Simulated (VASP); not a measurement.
# WC (P-6m2) in VASP: notebook

WC is run at these levels: B3LYP; tasks: single point.

All numbers are computed with VASP 6.6.1; they aren't measurements. Logs are shortened: lines on timing, memory, paths and dates and some standing lists are left out, and cuts for length are marked.

## Step 1: The cell of the first run

The structure is hexagonal, space group P-6m2 (No. 187). Conventional cell: a = 2.867 Å, b = 2.867 Å, c = 2.798 Å, α = 90.00°, β = 90.00°, γ = 120.00°. Within 2.9 Å of W (site symmetry -6m2) lie 6 C at 2.17 Å and 8 W at 2.80 to 2.87 Å. Within 2.9 Å of C (site symmetry -6m2) lie 6 W at 2.17 Å and 8 C at 2.80 to 2.87 Å.

## Step 2: Single point, B3LYP

POSCAR reads:

```
WC
1.0
    2.8672181576      0.0000000000      0.0000000000
   -1.4336090788      2.4830837627      0.0000000000
    0.0000000000      0.0000000000      2.7982628680
W C
1 1
Direct
    0.0000000000      0.0000000000      0.0000000000
    0.6666666667      0.3333333333      0.5000000000
```

INCAR.step1 reads:

```
SYSTEM = WC
  PREC = Accurate
  ENCUT = 520
  EDIFF = 1E-5
  ISMEAR = -1
  SIGMA = 0.05
  LREAL = .FALSE.
  LASPH = .TRUE.
  NELM = 80
  ALGO = Normal
  ISIF = 2
  LWAVE = .TRUE.
  NBANDS = 16
  GGA = PE
```

INCAR.step2 reads:

```
SYSTEM = WC
  PREC = Accurate
  ENCUT = 520
  EDIFF = 1E-6
  ISMEAR = -1
  SIGMA = 0.05
  LREAL = .FALSE.
  LASPH = .TRUE.
  NELM = 80
  ALGO = Normal
  ISIF = 2
  LWAVE = .FALSE.
  LCHARG = .TRUE.
  GGA = B3
  LHFCALC = .TRUE.
  AEXX = 0.2
  AGGAX = 0.72
  AGGAC = 0.81
  ALDAC = 0.19
  PRECFOCK = Normal
  LELF = .TRUE.
  LVHAR = .TRUE.
  NBANDS = 16
  ISTART = 1
```

KPOINTS reads:

```
Automatic mesh
0
G
  5 5 5
  0 0 0
```

Potentials or basis: VASP PAW PBE potentials, release 64 (W_sv, C).

On the command line:

```
$ cat potpaw_PBE.64/W_sv/POTCAR potpaw_PBE.64/C/POTCAR > POTCAR
$ cp INCAR.step1 INCAR
$ mpirun -np 1 vasp_std > vasp.out
$ cp INCAR.step2 INCAR
$ mpirun -np 1 vasp_std > vasp.out
```

OUTCAR:

```text
SYSTEM = WC
   PREC = Accurate
   ENCUT = 520
   EDIFF = 1E-6
   ISMEAR = -1
   LREAL = .FALSE.
   LASPH = .TRUE.
   NELM = 80
   ISIF = 2
   GGA = B3
   LHFCALC = .TRUE.
   AEXX = 0.2
   PRECFOCK = Normal
   ISTART = 1

 ion  position               nearest neighbor table
   1  0.000  0.000  0.000-   2 2.17   2 2.17   2 2.17   2 2.17   2 2.17   2 2.17
   2  0.667  0.333  0.500-   1 2.17   1 2.17   1 2.17   1 2.17   1 2.17   1 2.17

  LATTYP: Found a hexagonal cell.
 ALAT       =     2.8672181576
 C/A-ratio  =     0.9759504559

  Lattice vectors:

 A1 = (   2.8672181576,   0.0000000000,   0.0000000000)
 A2 = (  -1.4336090788,   2.4830837627,   0.0000000000)
 A3 = (   0.0000000000,   0.0000000000,   2.7982628680)

Analysis of symmetry for initial positions (statically):
=====================================================================
 Subroutine PRICEL returns:
 Original cell was already a primitive cell.

 Routine SETGRP: Setting up the symmetry group for a
 hexagonal supercell.

 Subroutine GETGRP returns: Found 12 space group operations
 (whereof 12 operations were pure point group operations)
 out of a pool of 24 trial point group operations.

The static configuration has the point symmetry D_3h.

Analysis of symmetry for dynamics (positions and initial velocities):
=====================================================================
 Subroutine PRICEL returns:
 Original cell was already a primitive cell.

 Routine SETGRP: Setting up the symmetry group for a
 hexagonal supercell.

 Subroutine GETGRP returns: Found 12 space group operations
 (whereof 12 operations were pure point group operations)
 out of a pool of 24 trial point group operations.

The dynamic configuration has the point symmetry D_3h.

 Subroutine INISYM returns: Found 12 space group operations
 (whereof 12 operations are pure point group operations),
 and found     1 'primitive' translations

----------------------------------------------------------------------------------------

                                     Primitive cell

  volume of cell :      19.9224

  direct lattice vectors                    reciprocal lattice vectors
     2.867218158  0.000000000  0.000000000     0.348770113  0.201362518  0.000000000
    -1.433609079  2.483083763  0.000000000     0.000000000  0.402725037  0.000000000
     0.000000000  0.000000000  2.798262868     0.000000000  0.000000000  0.357364568

  length of vectors
     2.867218158  2.867218158  2.798262868     0.402725037  0.402725037  0.357364568

  position of ions in fractional coordinates (direct lattice)
     0.000000000  0.000000000  0.000000000
     0.666666667  0.333333333  0.500000000

  ion indices of the primitive-cell ions
   primitive index   ion index
                 1           1
                 2           2

----------------------------------------------------------------------------------------

 KPOINTS: Automatic mesh

Automatic generation of k-mesh.
 Grid dimensions read from file:
 generate k-points for:    5    5    5

 Generating k-lattice:

  Cartesian coordinates                     Fractional coordinates (reciprocal lattice)
     0.069754023  0.040272504  0.000000000     0.200000000  0.000000000  0.000000000
     0.000000000  0.080545007  0.000000000     0.000000000  0.200000000  0.000000000
     0.000000000  0.000000000  0.071472914     0.000000000  0.000000000  0.200000000

  Length of vectors
     0.080545007  0.080545007  0.071472914

  Shift w.r.t. Gamma in fractional coordinates (k-lattice)
     0.000000000  0.000000000  0.000000000

 Subroutine IBZKPT returns following result:
 ===========================================

 Found     15 irreducible k-points:

 Following reciprocal coordinates:
            Coordinates               Weight
  0.000000  0.000000  0.000000      1.000000
  0.200000  0.000000  0.000000      6.000000
  0.400000  0.000000  0.000000      6.000000
  0.200000  0.200000  0.000000      6.000000
  0.400000  0.200000  0.000000      6.000000
  0.000000  0.000000  0.200000      2.000000
  0.200000  0.000000  0.200000     12.000000
  0.400000  0.000000  0.200000     12.000000
  0.200000  0.200000  0.200000     12.000000
  0.400000  0.200000  0.200000     12.000000
  0.000000  0.000000  0.400000      2.000000
  0.200000  0.000000  0.400000     12.000000
  0.400000  0.000000  0.400000     12.000000
  0.200000  0.200000  0.400000     12.000000
  0.400000  0.200000  0.400000     12.000000
   k-points           NKPTS =     15   k-points in BZ     NKDIM =    125   number of bands    NBANDS=     16
   number of dos      NEDOS =    301   number of ions     NIONS =      2
   total plane-waves  NPLWV =  13824
   dimension x,y,z NGX =    24 NGY =   24 NGZ =   24
   dimension x,y,z NGXF=    48 NGYF=   48 NGZF=   48
   ions per type =               1   1
   NGX,Y,Z   is equivalent  to a cutoff of  13.92, 13.92, 14.26 a.u.
   NGXF,Y,Z  is equivalent  to a cutoff of  27.83, 27.83, 28.52 a.u.
 SYSTEM =  WC
   PREC   = accura    normal or accurate (medium, high low for compatibility)
   ISTART =      1    job   : 0-new  1-cont  2-samecut
   ICHARG =      0    charge: 1-file 2-atom 10-const
   ISPIN  =      1    spin polarized calculation?
   LNONCOLLINEAR =      F non collinear calculations
   LSORBIT =      F    spin-orbit coupling
   LASPH  =      T    aspherical Exc in radial PAW
   ENCUT  =  520.0 eV  38.22 Ry    6.18 a.u.   5.33  5.33  5.20*2*pi/ulx,y,z
   NELM   =     80;   NELMIN=  2; NELMDL=  0     # of ELM steps
   EDIFF  = 0.1E-05   stopping-criterion for ELM
   LREAL  =      F    real-space projection
   EDIFFG = 0.1E-04   stopping-criterion for IOM
   NSW    =      0    number of steps for IOM
   IBRION =     -1    ionic relax: 0-MD 1-quasi-New 2-CG
   NFREE  =      0    steps in history (QN), initial steepest desc. (CG)
   ISIF   =      2    stress and relaxation
   ISYM   =      3    0-nonsym 1-usesym 2-fastsym
   POTIM  = 0.5000    time-step for ionic-motion
   TEBEG  =    0.0;   TEEND  =   0.0 temperature during run
   PSTRESS=    0.0 pullay stress
   NELECT =      18.0000    total number of electrons
   NUPDOWN=      -1.0000    fix difference up-down
   EMIN   =  10.00;   EMAX   =-10.00  energy-range for DOS
   EFERMI =   0.00;   METHOD = LEGACY
   ISMEAR =    -1;   SIGMA  =   0.05  broadening in eV -4-tet -1-fermi 0-gaus
   EFERMI_NEDOS =   21; number of points for ismear=-14 and -15
   IALGO  =     38    algorithm
   IMIX   =      1    mixing-type and parameters
     AMIX     =   0.40;   BMIX     =  1.00
     AMIX_MAG =   1.60;   BMIX_MAG =  1.00
  volume/ion in A,a.u.               =       9.96        67.22
  Fermi-wavevector in a.u.,A,eV,Ry     =   1.582652  2.990779 34.079705  2.504788
  Thomas-Fermi vector in A             =   2.682543
   LORBIT       =      0    0 simple, 1 ext, 2 COOP (PROOUT), +10 PAW based schemes
   GGA     = B3    functional components
   LHFCALC =     T    Hartree Fock is set to
   PRECFOCK=normal    Normal, Fast or Accurate (Low or Medium for compatibility)
   ENCUT4O =  -1.0   cutoff for four orbital integrals eV
   NKREDX  =     1    reduce k-point grid by
   NKREDY  =     1    reduce k-point grid by
   NKREDZ  =     1    reduce k-point grid by
   AEXX    =    0.2000 exact exchange contribution
   HFSCREEN=    0.0000 screening length (either q_TF or 0.3 A-1)
   HFSCREENC=   0.0000 screening length for correlation (either q_TF or 0.3 A-1)
   ENCUTFOCK=  -1.0 apply spherical cutoff to Coloumb kernel
   IVDW    =     0    specifies the selected vdW correction
   LEPSILON=     F    determine dielectric tensor
   LRPA    =     F    only Hartree local field effects (RPA)
 non-spin polarized calculation
  energy-cutoff  :      520.00
  volume of cell :       19.92
 maximum number of plane-waves:       551
 NGX is ok and might be reduce to    24
  NGX = 16; NGY = 16; NGZ = 16

 number of electron      18.0000000 magnetization

 Free energy of the ion-electron system (eV)
  ---------------------------------------------------
  ext. energy  EPLUGINS =         0.00000000
  ---------------------------------------------------
  free energy    TOTEN  =       -24.38322468 eV

  energy without entropy =      -24.38322387  energy(sigma->0) =      -24.38322427

 E-fermi :  12.0690     XC(G=0): -11.1225

 val. band max:       11.5425777836   @ k =   0.0000   0.0000   0.0000
 cond. band min:      12.6085016794   @ k =   0.0000   0.0000   0.2000
 fundamental gap:      1.0659238958
 Fermi energy:        12.0689511872

 k-point     1 :       0.0000    0.0000    0.0000
  band No.  band energies     occupation
      1     -65.5225      2.00000
      2     -28.5105      2.00000
      3     -28.3595      2.00000
      4     -28.3595      2.00000
      5      -4.6153      2.00000
      6       6.4579      2.00000
[... 8 lines left out ...]
     15      28.1482      0.00000
     16      30.4348      0.00000

 k-point     2 :       0.2000    0.0000    0.0000
  band No.  band energies     occupation
      1     -65.4942      2.00000
      2     -28.7438      2.00000
      3     -28.4568      2.00000
      4     -28.4470      2.00000
      5      -3.5215      2.00000
      6       5.6846      2.00000
[... 8 lines left out ...]
     15      27.3367      0.00000
     16      32.2266      0.00000

 k-point     3 :       0.4000    0.0000    0.0000
  band No.  band energies     occupation
      1     -65.4482      2.00000
      2     -29.3257      2.00000
      3     -28.5861      2.00000
      4     -28.3704      2.00000
      5      -1.4168      2.00000
      6       3.8595      2.00000
[... 8 lines left out ...]
     15      27.7964      0.00000
     16      31.0793      0.00000

 k-point     4 :       0.2000    0.2000    0.0000
  band No.  band energies     occupation
      1     -65.4570      2.00000
      2     -29.1232      2.00000
      3     -28.6622      2.00000
      4     -28.3870      2.00000
      5      -1.8183      2.00000
      6       4.3723      2.00000
[... 8 lines left out ...]
     15      28.8925      0.00000
     16      30.7229      0.00000

 k-point     5 :       0.4000    0.2000    0.0000
  band No.  band energies     occupation
      1     -65.4340      2.00000
      2     -29.2985      2.00000
      3     -28.8461      2.00000
      4     -28.3438      2.00000
      5      -0.4205      2.00000
      6       3.8048      2.00000
[... 8 lines left out ...]
     15      28.4149      0.00000
     16      31.1991      0.00000

 k-point     6 :       0.0000    0.0000    0.2000
  band No.  band energies     occupation
      1     -65.5031      2.00000
      2     -28.8540      2.00000
      3     -28.3293      2.00000
      4     -28.3293      2.00000
      5      -3.5572      2.00000
      6       5.6508      2.00000
[... 8 lines left out ...]
     15      29.8997      0.00000
     16      31.3985      0.00000
[... 96 lines left out ...]
 k-point    12 :       0.2000    0.0000    0.4000
  band No.  band energies     occupation
      1     -65.4437      2.00000
      2     -29.3018      2.00000
      3     -28.6408      2.00000
      4     -28.3586      2.00000
      5      -0.9444      2.00000
      6       3.5822      2.00000
[... 8 lines left out ...]
     15      28.5129      0.00000
     16      30.3953      0.00000

 k-point    13 :       0.4000    0.0000    0.4000
  band No.  band energies     occupation
      1     -65.3982      2.00000
      2     -29.1971      2.00000
      3     -29.1751      2.00000
      4     -28.4835      2.00000
      5      -1.1589      2.00000
      6       3.9277      2.00000
[... 8 lines left out ...]
     15      27.5186      0.00000
     16      30.3518      0.00000

 k-point    14 :       0.2000    0.2000    0.4000
  band No.  band energies     occupation
      1     -65.4069      2.00000
      2     -29.2024      2.00000
      3     -28.9979      2.00000
      4     -28.5600      2.00000
      5      -1.0034      2.00000
      6       4.6252      2.00000
[... 8 lines left out ...]
     15      27.6562      0.00000
     16      29.9821      0.00000

 k-point    15 :       0.4000    0.2000    0.4000
  band No.  band energies     occupation
      1     -65.3840      2.00000
      2     -29.1664      2.00000
      3     -29.1393      2.00000
      4     -28.7313      2.00000
      5      -0.9994      2.00000
      6       3.9105      2.00000
[... 8 lines left out ...]
     15      26.5592      0.00000
     16      27.4310      0.00000

------------------------ aborting loop because EDIFF is reached ----------------------------------------

  FORCE on cell =-STRESS in cart. coord.  units (eV):
  Direction    XX          YY          ZZ          XY          YZ          ZX
  --------------------------------------------------------------------------------------
  -------------------------------------------------------------------------------------
  Total        3.7828333      3.7828333      3.5015794      0.0000000     -0.0000000      0.0000000
  in kB      304.2195871    304.2195871    281.6008387      0.0000000     -0.0000000      0.0000000
  external PRESSURE =     296.6800043 kB  Pullay stress =       0.0000000 kB

 VOLUME and BASIS-vectors are now :
 -----------------------------------------------------------------------------
  energy-cutoff  :      520.00
  volume of cell :       19.92
      direct lattice vectors                 reciprocal lattice vectors
     2.867218158  0.000000000  0.000000000     0.348770113  0.201362518  0.000000000
    -1.433609079  2.483083763  0.000000000     0.000000000  0.402725037  0.000000000
     0.000000000  0.000000000  2.798262868     0.000000000  0.000000000  0.357364568

 POSITION                                       TOTAL-FORCE (eV/Angst)
 -----------------------------------------------------------------------------------
      0.00000      0.00000      0.00000         0.000000      0.000000      0.000000
      1.43361      0.82769      1.39913        -0.000000     -0.000000      0.000000
 -----------------------------------------------------------------------------------
    total drift:                               -0.000001      0.000003      0.000000

  FREE ENERGIE OF THE ION-ELECTRON SYSTEM (eV)
  ---------------------------------------------------
  free  energy   TOTEN  =       -24.3832246772 eV

  energy  without entropy=      -24.3832238696  energy(sigma->0) =      -24.38322427
```

It took 7 min on 1 thread of Intel Xeon Platinum 8488C (Sapphire Rapids), shared host; peak memory 0.15 GiB.

Results:

* Free energy: -24.3832 eV
* Pressure: 29.7 GPa
* Band gap on the k mesh: zero (bands 9 and 10 overlap by 1.52 eV)

Stress tensor (GPa, compression positive):
```
30.42  0.00  0.00
 0.00 30.42  0.00
 0.00  0.00 28.16
```

Caveat: the k points lie up to 0.51 Å⁻¹ apart, too coarse for converged energies and pressures of a metal; the PAW data sets were made with another functional, which shifts forces and pressure a little; spin-orbit coupling is left out, which moves the levels of the heavy elements.

## Step 3: Single point, B3LYP

This run uses another cell than the first one, of 10.17 Å³/atom.

POSCAR reads:

```
WC
1.0
    2.8869927008      0.0000000000      0.0000000000
   -1.4434963504      2.5002090195      0.0000000000
    0.0000000000      0.0000000000      2.8175618425
W C
1 1
Direct
    0.0000000000      0.0000000000      0.0000000000
    0.6666666667      0.3333333333      0.5000000000
```

INCAR.step1 reads:

```
SYSTEM = WC
ALGO = Normal
EDIFF = 1E-5
ENCUT = 520
GGA = PE
ISIF = 2
ISMEAR = -1
LASPH = .TRUE.
LCHARG = .FALSE.
LREAL = .FALSE.
LWAVE = .TRUE.
NBANDS = 16
NELM = 100
PREC = Accurate
SIGMA = 0.05
```

INCAR.step2 reads:

```
SYSTEM = WC
AEXX = 0.2
AGGAC = 0.81
AGGAX = 0.72
ALDAC = 0.19
ALGO = Normal
EDIFF = 1E-6
ENCUT = 520
GGA = B3
ISIF = 2
ISMEAR = -1
ISTART = 1
LASPH = .TRUE.
LCHARG = .FALSE.
LHFCALC = .TRUE.
LREAL = .FALSE.
LWAVE = .FALSE.
NBANDS = 16
NELM = 100
PREC = Accurate
PRECFOCK = Normal
SIGMA = 0.05
```

KPOINTS reads:

```
k-points
0
G
  5 5 5
  0 0 0
```

Potentials or basis: VASP PAW PBE potentials, release 64 (W_sv, C).

On the command line:

```
$ cat potpaw_PBE.64/W_sv/POTCAR potpaw_PBE.64/C/POTCAR > POTCAR
$ cp INCAR.step1 INCAR
$ mpirun -np 1 vasp_std > vasp.out
$ cp INCAR.step2 INCAR
$ mpirun -np 1 vasp_std > vasp.out
```

It took 7.6 min on 1 thread of Intel Xeon Platinum 8488C (Sapphire Rapids), shared host; peak memory 0.16 GiB.

The run converged. Its results:

- Free energy: -24.4469 eV
- Pressure: 19.5 GPa
- Band gap on the k mesh: zero (bands 9 and 10 overlap by 1.49 eV)

Stress tensor (GPa, compression positive):
```
20.70  0.00  0.00
 0.00 20.70  0.00
 0.00  0.00 17.06
```

Levels at points of the mesh, in eV from the Fermi level:
```
           k point  band 7  band 8  band 9  band 10  band 11  band 12
(0.00, 0.00, 0.00)   -4.48   -4.48   -0.53     3.82     3.82     6.43
```

Caveat: the k points lie up to 0.50 Å⁻¹ apart, too coarse for converged energies and pressures of a metal; the PAW data sets were made with another functional, which shifts forces and pressure a little; spin-orbit coupling is left out, which moves the levels of the heavy elements.
